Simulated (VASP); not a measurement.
The system is K3TaO3.

```
CELL_PARAMETERS angstrom
4.66500 -5.64500 0.00000
4.66500 5.64500 0.00000
0.00000 0.00000 5.52000
ATOMIC_POSITIONS crystal
K 0.38300 0.61700 0.75000
K 0.91600 0.66400 0.75000
K 0.33600 0.08400 0.75000
K 0.61700 0.38300 0.25000
K 0.66400 0.91600 0.25000
K 0.08400 0.33600 0.25000
Ta 0.79000 0.21000 0.75000
Ta 0.21000 0.79000 0.25000
O 0.05700 0.30500 0.75000
O 0.69500 0.94300 0.75000
O 0.61700 0.38300 0.75000
O 0.30500 0.05700 0.25000
O 0.94300 0.69500 0.25000
O 0.38300 0.61700 0.25000
```

| Property | Result |
| --- | --- |
| Program | VASP 6.6.1 |
| Task | relaxation of cell and atoms |
| Functional | PBE |
| Potentials or basis | VASP PAW PBE potentials, release 64 (K_sv, Ta_sv_GW, O) |
| Cutoff | 700 eV |
| k mesh | 2 × 2 × 2 |
| Occupations | gaussian, width 0.15 eV |
| Spin | no spin polarisation |

At the start: pressure -0.9 GPa; volume 20.77 Å³/atom.

How do energy, volume and symmetry change on relaxing?

Over 18 steps the energy falls by 112.6 meV/atom and the volume is 23.33 Å³/atom (+12.4 %); space group Cmcm (No. 63, to 0.1 Å) before and after.

The path:
```
step  energy change (eV)  largest force (eV/Å)  pressure (GPa)  volume (Å³)
   1              0.0000                2.6781           -0.88       290.73
   2              0.2382                5.2553           12.12       285.51
   3             -0.8308                0.6389            4.22       288.22
   4             -1.3415                0.8581            1.42       307.93
   5             -1.4352                1.5219           -0.18       324.19
   6             -1.1769                3.4240           -0.75       338.26
   7             -1.4902                0.2089           -0.51       328.20
   8             -1.4902                0.2100           -0.51       328.11
   9             -1.5036                0.3445            0.29       325.35
  10             -1.5036                0.3535            0.31       325.28
  11             -1.5132                0.3149            0.31       324.67
  12             -1.5367                0.1976            0.31       322.84
  13             -1.5595                0.3553            0.34       319.18
  14             -1.5639                0.3930            0.05       319.77
  15             -1.5650                0.2343            0.14       319.58
  16             -1.5693                0.2160            0.08       320.29
  17             -1.5780                0.1623           -0.09       322.43
  18             -1.5770                0.0692           -0.40       326.69
```

Final structure:
```xyz
14
Lattice="4.6913 -5.7968 0.0000 4.6913 5.7968 0.0000 0.0000 0.0000 6.0066" Properties=species:S:1:pos:R:3 pbc="T T T"
K     4.6913    1.2080    4.5049
K     7.4741   -1.2529    4.5049
K     1.9085   -1.2529    4.5049
K     4.6913   -1.2080    1.5016
K     7.4741    1.2529    1.5016
K     1.9085    1.2529    1.5016
Ta    4.6913   -3.4585    4.5049
Ta    4.6913    3.4585    1.5016
O     1.6432    1.4509    4.5049
O     7.7393    1.4509    4.5049
O     4.6913   -1.5763    4.5049
O     1.6432   -1.4509    1.5016
O     7.7393   -1.4509    1.5016
O     4.6913    1.5763    1.5016
```

Caveat: the k points lie up to 0.52 Å⁻¹ apart in the final cell; the relaxation stopped at a loose force limit of 0.08 eV/Å, so its end isn't a converged minimum.
